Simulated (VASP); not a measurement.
# SnO (P1) in VASP: a series of runs

SnO is run at these levels: PBEsol; tasks: single point.

All numbers are computed with VASP 6.6.1; they aren't measurements. Logs are shortened: lines on timing, memory, paths and dates and some standing lists are left out, and cuts for length are marked.

### 1 The cell of the first run

The typed cell holds 4 atoms: a = 3.316 Å, b = 5.705 Å, c = 3.894 Å, α = 90.00°, β = 90.00°, γ = 90.00°.

### 2 Single point, PBEsol (atom 3 (O) moved -0.133 Å along Cartesian [1 -1 0])

INCAR

```
  ALGO = Normal
  EDIFF = 1E-6
  ENCUT = 520
  GGA = PS
  ISIF = 2
  ISMEAR = 0
  LASPH = True
  LCHARG = False
  LREAL = False
  LWAVE = False
  NBANDS = 28
  NELM = 80
  PREC = Accurate
  SIGMA = 0.05
```

KPOINTS

```
k-points
0
Gamma
  8 6 8
```

POSCAR

```
SnO
1.0
    3.3156061815      0.0000000000      0.0000000000
    0.0000000000      5.7049851891      0.0000000000
    0.0000000000      0.0000000000      3.8941648049
Sn O
2 2
Direct
    0.0000000000      0.2337892808      0.5261742991
    0.5000000000      0.7662107192      0.0261742991
   -0.0284283865      0.9018783326      0.7238267009
    0.5000000000      0.1146435918      0.2238267009
```

Potentials or basis: VASP PAW PBE potentials, release 64 (Sn_d, O).

Launch:

```bash
$ cat potpaw_PBE.64/Sn_d/POTCAR potpaw_PBE.64/O/POTCAR > POTCAR
$ mpirun -np 1 vasp_std > vasp.out
```

OUTCAR:

```text
EDIFF = 1E-6
   ENCUT = 520
   GGA = PS
   ISIF = 2
   ISMEAR = 0
   LASPH = True
   LREAL = False
   NELM = 80
   PREC = Accurate

 ion  position               nearest neighbor table
   1  0.000  0.234  0.526-   3 2.05   4 2.14   4 2.14   2 3.70   2 3.70   2 3.70   2 3.70
   2  0.500  0.766  0.026-   3 2.10   4 2.13   3 2.25   1 3.70   1 3.70   1 3.70   1 3.70
   3  0.972  0.902  0.724-   1 2.05   2 2.10   2 2.25
   4  0.500  0.115  0.224-   2 2.13   1 2.14   1 2.14

  LATTYP: Found a simple orthorhombic cell.
 ALAT       =     3.3156061815
 B/A-ratio  =     1.1744955799
 C/A-ratio  =     1.7206462037

  Lattice vectors:

 A1 = (  -3.3156061815,   0.0000000000,   0.0000000000)
 A2 = (   0.0000000000,   0.0000000000,   3.8941648049)
 A3 = (   0.0000000000,   5.7049851891,   0.0000000000)

Analysis of symmetry for initial positions (statically):
=====================================================================
 Subroutine PRICEL returns:
 Original cell was already a primitive cell.

 Routine SETGRP: Setting up the symmetry group for a
 simple orthorhombic supercell.

 Subroutine GETGRP returns: Found  1 space group operations
 (whereof  1 operations were pure point group operations)
 out of a pool of  8 trial point group operations.

The static configuration has the point symmetry C_1 .

Analysis of symmetry for dynamics (positions and initial velocities):
=====================================================================
 Subroutine PRICEL returns:
 Original cell was already a primitive cell.

 Routine SETGRP: Setting up the symmetry group for a
 simple orthorhombic supercell.

 Subroutine GETGRP returns: Found  1 space group operations
 (whereof  1 operations were pure point group operations)
 out of a pool of  8 trial point group operations.

The dynamic configuration has the point symmetry C_1 .

 Subroutine INISYM returns: Found  1 space group operations
 (whereof  1 operations are pure point group operations),
 and found     1 'primitive' translations

----------------------------------------------------------------------------------------

                                     Primitive cell

  volume of cell :      73.6600

  direct lattice vectors                    reciprocal lattice vectors
     3.315606182  0.000000000  0.000000000     0.301603974  0.000000000  0.000000000
     0.000000000  5.704985189  0.000000000     0.000000000  0.175285293  0.000000000
     0.000000000  0.000000000  3.894164805     0.000000000  0.000000000  0.256794473

  length of vectors
     3.315606182  5.704985189  3.894164805     0.301603974  0.175285293  0.256794473

  position of ions in fractional coordinates (direct lattice)
     0.000000000  0.233789281  0.526174299
     0.500000000  0.766210719  0.026174299
     0.971571613  0.901878333  0.723826701
     0.500000000  0.114643592  0.223826701

  ion indices of the primitive-cell ions
   primitive index   ion index
                 1           1
                 2           2
                 3           3
                 4           4

----------------------------------------------------------------------------------------

 KPOINTS: k-points

Automatic generation of k-mesh.
 Grid dimensions read from file:
 generate k-points for:    8    6    8

 Generating k-lattice:

  Cartesian coordinates                     Fractional coordinates (reciprocal lattice)
     0.037700497  0.000000000  0.000000000     0.125000000  0.000000000  0.000000000
     0.000000000  0.029214215  0.000000000     0.000000000  0.166666667  0.000000000
     0.000000000  0.000000000  0.032099309     0.000000000  0.000000000  0.125000000

  Length of vectors
     0.037700497  0.029214215  0.032099309

  Shift w.r.t. Gamma in fractional coordinates (k-lattice)
     0.000000000  0.000000000  0.000000000

 Subroutine IBZKPT returns following result:
 ===========================================

 Found    196 irreducible k-points:

 Following reciprocal coordinates:
            Coordinates               Weight
  0.000000  0.000000  0.000000      1.000000
  0.125000  0.000000  0.000000      2.000000
  0.250000  0.000000  0.000000      2.000000
  0.375000  0.000000  0.000000      2.000000
  0.500000  0.000000  0.000000      1.000000
  0.000000  0.166667  0.000000      2.000000
[... 16 lines left out ...]
  0.125000  0.500000  0.000000      2.000000
  0.250000  0.500000  0.000000      2.000000
 [... further k-points ...]
   k-points           NKPTS =    196   k-points in BZ     NKDIM =    196   number of bands    NBANDS=     28
   number of dos      NEDOS =    301   number of ions     NIONS =      4
   total plane-waves  NPLWV =  35280
   dimension x,y,z NGX =    28 NGY =   42 NGZ =   30
   dimension x,y,z NGXF=    56 NGYF=   84 NGZF=   60
   ions per type =               2   2
   NGX,Y,Z   is equivalent  to a cutoff of  14.04, 12.24, 12.81 a.u.
   NGXF,Y,Z  is equivalent  to a cutoff of  28.08, 24.48, 25.61 a.u.
 SYSTEM =  unknown system
   PREC   = accura    normal or accurate (medium, high low for compatibility)
   ISTART =      0    job   : 0-new  1-cont  2-samecut
   ICHARG =      2    charge: 1-file 2-atom 10-const
   ISPIN  =      1    spin polarized calculation?
   LNONCOLLINEAR =      F non collinear calculations
   LSORBIT =      F    spin-orbit coupling
   LASPH  =      T    aspherical Exc in radial PAW
   ENCUT  =  520.0 eV  38.22 Ry    6.18 a.u.   6.16 10.61  7.24*2*pi/ulx,y,z
   NELM   =     80;   NELMIN=  2; NELMDL= -5     # of ELM steps
   EDIFF  = 0.1E-05   stopping-criterion for ELM
   LREAL  =      F    real-space projection
   EDIFFG = 0.1E-04   stopping-criterion for IOM
   NSW    =      0    number of steps for IOM
   IBRION =     -1    ionic relax: 0-MD 1-quasi-New 2-CG
   NFREE  =      0    steps in history (QN), initial steepest desc. (CG)
   ISIF   =      2    stress and relaxation
   ISYM   =      2    0-nonsym 1-usesym 2-fastsym
   POTIM  = 0.5000    time-step for ionic-motion
   TEBEG  =    0.0;   TEEND  =   0.0 temperature during run
   PSTRESS=    0.0 pullay stress
   NELECT =      40.0000    total number of electrons
   NUPDOWN=      -1.0000    fix difference up-down
   EMIN   =  10.00;   EMAX   =-10.00  energy-range for DOS
   EFERMI =   0.00;   METHOD = LEGACY
   ISMEAR =     0;   SIGMA  =   0.05  broadening in eV -4-tet -1-fermi 0-gaus
   EFERMI_NEDOS =   21; number of points for ismear=-14 and -15
   IALGO  =     38    algorithm
   IMIX   =      4    mixing-type and parameters
     AMIX     =   0.40;   BMIX     =  1.00
     AMIX_MAG =   1.60;   BMIX_MAG =  1.00
  volume/ion in A,a.u.               =      18.42       124.27
  Fermi-wavevector in a.u.,A,eV,Ry     =   1.335624  2.523963 24.271319  1.783892
  Thomas-Fermi vector in A             =   2.464314
   LORBIT       =      0    0 simple, 1 ext, 2 COOP (PROOUT), +10 PAW based schemes
   GGA     = PS    functional components
   LHFCALC =     F    Hartree Fock is set to
   AEXX    =    0.0000 exact exchange contribution
   IVDW    =     0    specifies the selected vdW correction
   LEPSILON=     F    determine dielectric tensor
   LRPA    =     F    only Hartree local field effects (RPA)
 non-spin polarized calculation
 Gauss-broadening in eV      SIGMA  =   0.05
  energy-cutoff  :      520.00
  volume of cell :       73.66
 maximum number of plane-waves:      2004
 NGX is ok and might be reduce to    28
   NGX = 13   NGY = 21   NGZ = 15

 number of electron      40.0000009 magnetization

 Free energy of the ion-electron system (eV)
  ---------------------------------------------------
  ext. energy  EPLUGINS =         0.00000000
  ---------------------------------------------------
  free energy    TOTEN  =       -23.75678048 eV

  energy without entropy =      -23.75678048  energy(sigma->0) =      -23.75678048

 E-fermi :   5.9582     XC(G=0): -10.2358

 val. band max:        5.7073275265   @ k =   0.0000   0.0000   0.0000
 cond. band min:       6.8633693031   @ k =   0.3750   0.5000   0.0000
 fundamental gap:      1.1560417766
 Fermi energy:         5.9581640292

 k-point     1 :       0.0000    0.0000    0.0000
  band No.  band energies     occupation
      1     -15.6074      2.00000
      2     -15.2510      2.00000
      3     -15.1712      2.00000
      4     -15.1285      2.00000
      5     -15.0702      2.00000
      6     -15.0589      2.00000
[... 20 lines left out ...]
     27      14.7646      0.00000
     28      15.3341      0.00000

 k-point     2 :       0.1250    0.0000    0.0000
  band No.  band energies     occupation
      1     -15.6006      2.00000
      2     -15.2377      2.00000
      3     -15.2081      2.00000
      4     -15.1173      2.00000
      5     -15.0784      2.00000
      6     -15.0613      2.00000
[... 20 lines left out ...]
     27      14.8248      0.00000
     28      15.6162      0.00000

 k-point     3 :       0.2500    0.0000    0.0000
  band No.  band energies     occupation
      1     -15.5944      2.00000
      2     -15.3342      2.00000
      3     -15.1852      2.00000
      4     -15.1208      2.00000
      5     -15.0799      2.00000
      6     -15.0602      2.00000
[... 20 lines left out ...]
     27      14.5760      0.00000
     28      15.8266      0.00000

 k-point     4 :       0.3750    0.0000    0.0000
  band No.  band energies     occupation
      1     -15.5997      2.00000
      2     -15.4470      2.00000
      3     -15.1585      2.00000
      4     -15.1318      2.00000
      5     -15.0874      2.00000
      6     -15.0407      2.00000
[... 20 lines left out ...]
     27      14.6326      0.00000
     28      15.9572      0.00000

 k-point     5 :       0.5000    0.0000    0.0000
  band No.  band energies     occupation
      1     -15.6032      2.00000
      2     -15.4930      2.00000
      3     -15.1595      2.00000
      4     -15.1264      2.00000
      5     -15.0892      2.00000
      6     -15.0349      2.00000
[... 20 lines left out ...]
     27      15.4774      0.00000
     28      15.7119      0.00000

 k-point     6 :       0.0000    0.1667    0.0000
  band No.  band energies     occupation
      1     -15.6049      2.00000
      2     -15.2513      2.00000
      3     -15.1710      2.00000
      4     -15.1286      2.00000
      5     -15.0693      2.00000
      6     -15.0580      2.00000
[... 463 lines left out ...]
      5     -15.0817      2.00000
      6     -15.0300      2.00000
[... 20 lines left out ...]
     27      15.1175      0.00000
     28      15.2064      0.00000

 k-point    22 :       0.0000    0.5000    0.0000
  band No.  band energies     occupation
      1     -15.5974      2.00000
      2     -15.2522      2.00000
      3     -15.1704      2.00000
      4     -15.1289      2.00000
      5     -15.0665      2.00000
      6     -15.0554      2.00000
[... 20 lines left out ...]
     27      15.3943      0.00000
     28      16.1272      0.00000

 k-point    23 :       0.1250    0.5000    0.0000
  band No.  band energies     occupation
      1     -15.5933      2.00000
      2     -15.2374      2.00000
      3     -15.2081      2.00000
      4     -15.1193      2.00000
      5     -15.0771      2.00000
      6     -15.0555      2.00000
[... 20 lines left out ...]
     27      14.6476      0.00000
     28      16.3463      0.00000

 k-point    24 :       0.2500    0.5000    0.0000
  band No.  band energies     occupation
      1     -15.5934      2.00000
      2     -15.3355      2.00000
      3     -15.1853      2.00000
      4     -15.1239      2.00000
      5     -15.0770      2.00000
      6     -15.0523      2.00000
[... 20 lines left out ...]
     27      15.0161      0.00000
     28      16.1217      0.00000

 [... further k-points ...]

------------------------ aborting loop because EDIFF is reached ----------------------------------------

  FORCE on cell =-STRESS in cart. coord.  units (eV):
  Direction    XX          YY          ZZ          XY          YZ          ZX
  --------------------------------------------------------------------------------------
  -------------------------------------------------------------------------------------
  Total        0.0423538      1.0289866      0.2432644      0.0053022     -0.3638299     -0.4564164
  in kB        0.9212366     22.3814647      5.2912381      0.1153275     -7.9136572     -9.9275042
  external PRESSURE =       9.5313131 kB  Pullay stress =       0.0000000 kB

 VOLUME and BASIS-vectors are now :
 -----------------------------------------------------------------------------
  energy-cutoff  :      520.00
  volume of cell :       73.66
      direct lattice vectors                 reciprocal lattice vectors
     3.315606182  0.000000000  0.000000000     0.301603974  0.000000000  0.000000000
     0.000000000  5.704985189  0.000000000     0.000000000  0.175285293  0.000000000
     0.000000000  0.000000000  3.894164805     0.000000000  0.000000000  0.256794473

 POSITION                                       TOTAL-FORCE (eV/Angst)
 -----------------------------------------------------------------------------------
      0.00000      1.33376      2.04901        -0.032937      0.706820     -0.210945
      1.65780      4.37122      0.10193        -0.364310      0.253049     -0.123585
      3.22135      5.14520      2.81870         0.604937     -1.004081      0.318757
      1.65780      0.65404      0.87162        -0.207691      0.044213      0.015773
 -----------------------------------------------------------------------------------
    total drift:                               -0.000095     -0.000502     -0.000614

  FREE ENERGIE OF THE ION-ELECTRON SYSTEM (eV)
  ---------------------------------------------------
  free  energy   TOTEN  =       -23.7567804803 eV

  energy  without entropy=      -23.7567804803  energy(sigma->0) =      -23.75678048
```

Wall time 2.3 min (1 thread of Intel Xeon 6975P-C (Granite Rapids), shared host); peak memory 0.42 GiB.

What came out:

```yaml
Free_energy: -23.7568 eV
Pressure: 1.0 GPa
Largest_force: 1.215 eV/Å
Band_gap_on_the_k_mesh: 1.16 eV (least direct gap 1.90 eV)
```

Forces on the atoms (eV/Å):
```
Sn  -0.033  0.707 -0.211
Sn  -0.364  0.253 -0.124
O    0.605 -1.004  0.319
O   -0.208  0.044  0.016
```

Stress tensor (GPa, compression positive):
```
 0.09  0.01 -0.99
 0.01  2.24 -0.79
-0.99 -0.79  0.53
```

Caveat: the cell differs from its parent crystal (atom 3 (O) moved -0.133 Å along Cartesian [1 -1 0]); the PAW data sets were made with another functional, which shifts forces and pressure a little; spin-orbit coupling is left out, which moves the levels of the heavy elements. A k mesh can miss the band edges.

### 3 Single point, PBEsol (atom 3 (O) moved +0.067 Å along Cartesian [1 -1 0])

INCAR

```
PREC = Accurate
ENCUT = 520
EDIFF = 1E-6
ISMEAR = 0
SIGMA = 0.05
LREAL = F
LASPH = T
NELM = 80
ALGO = Normal
ISIF = 2
LWAVE = F
LCHARG = F
GGA = PS
NBANDS = 28
```

KPOINTS

```
Automatic mesh
0
Gamma
  8 6 8
```

Edit POSCAR of step 2 so:

```diff
@@ -10,3 +10,3 @@
     0.5000000000      0.7662107192      0.0261742991
-   -0.0284283865      0.9018783326      0.7238267009
+    0.0142248565      0.8770892487      0.7238267009
     0.5000000000      0.1146435918      0.2238267009
```

Potentials or basis: VASP PAW PBE potentials, release 64 (Sn_d, O).

Launch:

```bash
$ cat potpaw_PBE.64/Sn_d/POTCAR potpaw_PBE.64/O/POTCAR > POTCAR
$ mpirun -np 1 vasp_std > vasp.out
```

Wall time 2.3 min (1 thread of Intel Xeon 6975P-C (Granite Rapids), shared host); peak memory 0.42 GiB.

Results (log left out):

| Quantity | Value |
| --- | --- |
| Free energy | -23.8132 eV |
| Pressure | 0.2 GPa |
| Largest force | 0.634 eV/Å |
| Band gap on the k mesh | 1.27 eV (least direct gap 1.80 eV) |

Forces in eV/Å, atoms in the order of the input:
```
Sn   0.031 -0.127  0.102
Sn   0.273 -0.293  0.196
O   -0.393  0.435 -0.243
O    0.089 -0.014 -0.055
```

Stress tensor (GPa, compression positive):
```
 0.67  0.01  0.69
 0.01 -0.32  0.12
 0.69  0.12  0.30
```

Levels at points of the mesh, in eV from the valence-band top:
| k point | band 16 | band 17 | band 18 | band 19 | band 20 | band 21 | band 22 | band 23 | band 24 | band 25 |
| --- | --- | --- | --- | --- | --- | --- | --- | --- | --- | --- |
| (0.00, 0.00, 0.00) | -4.08 | -3.76 | -2.78 | -2.28 | 0.00 | 3.18 | 3.30 | 6.20 | 6.30 | 8.13 |
| (0.50, 0.00, 0.00) | -4.42 | -2.81 | -2.75 | -1.27 | -1.14 | 2.44 | 2.60 | 5.60 | 5.82 | 6.93 |
| (0.00, 0.50, 0.00) | -4.05 | -4.03 | -2.81 | -1.88 | -1.48 | 3.20 | 4.47 | 5.04 | 5.50 | 7.12 |
| (0.50, 0.50, 0.00) | -4.20 | -2.83 | -2.75 | -1.10 | -0.95 | 1.93 | 2.03 | 6.30 | 6.47 | 7.12 |
| (0.00, 0.00, 0.50) | -3.73 | -3.33 | -3.30 | -1.50 | -1.37 | 2.47 | 2.53 | 5.33 | 5.48 | 7.98 |
| (0.50, 0.00, 0.50) | -4.22 | -3.60 | -3.54 | -1.27 | -1.13 | 2.20 | 2.25 | 4.65 | 4.75 | 6.89 |
| (0.00, 0.50, 0.50) | -3.31 | -3.11 | -3.06 | -1.55 | -1.38 | 1.90 | 1.98 | 5.81 | 6.02 | 7.84 |
| (0.50, 0.50, 0.50) | -4.38 | -3.87 | -3.80 | -0.50 | -0.39 | 2.43 | 2.49 | 4.15 | 4.23 | 6.20 |

Caveat: the cell differs from its parent crystal (atom 3 (O) moved +0.067 Å along Cartesian [1 -1 0]); the PAW data sets were made with another functional, which shifts forces and pressure a little; spin-orbit coupling is left out, which moves the levels of the heavy elements. A k mesh can miss the band edges.
